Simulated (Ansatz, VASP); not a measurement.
# GaN in VASP and in Ansatz

```
Ga N
1.0
     0.00000    2.13524    2.13524
     2.13524    0.00000    2.13524
     2.13524    2.13524    0.00000
Ga N
1 1
Direct
  0.00000 0.00000 0.00000
  0.50000 0.50000 0.50000
```

Alike in both runs: task relaxation of cell and atoms; functional revPBE; dispersion D4; k mesh 11 × 11 × 11; occupations fermi-dirac, width 0.05 eV; no spin polarisation.

```csv
,VASP,Ansatz
version,VASP 6.6.1,Ansatz 0.2.0
potentials or method,"VASP PAW PBE potentials, release 64 (Ga_d, N)",Ansatz PAW
plane-wave cutoff (eV),600,420
valence electrons in the cell,18,18
```

|  | VASP | Ansatz | Ansatz less VASP |
| --- | --- | --- | --- |
| gap on the k mesh at the Fermi level, each at its own relaxed structure (eV) | 0.93 | 0.96 | +0.033 |
| relaxed volume (Å³/atom) | 9.26 | 9.23 | -0.029 |
| relaxed cell length with the largest relative difference (Å) | 2.970 | 2.967 | -0.0031 |

VASP's potentials were made for PBE, not for revPBE.

Noted on Ansatz's run: odd divisions of the mesh miss points on the zone boundary, where band edges often lie, so the gap on the mesh can be too wide; the plane-wave basis is chosen anew once the cell has moved, so the energies of steps on either side of that aren't comparable.
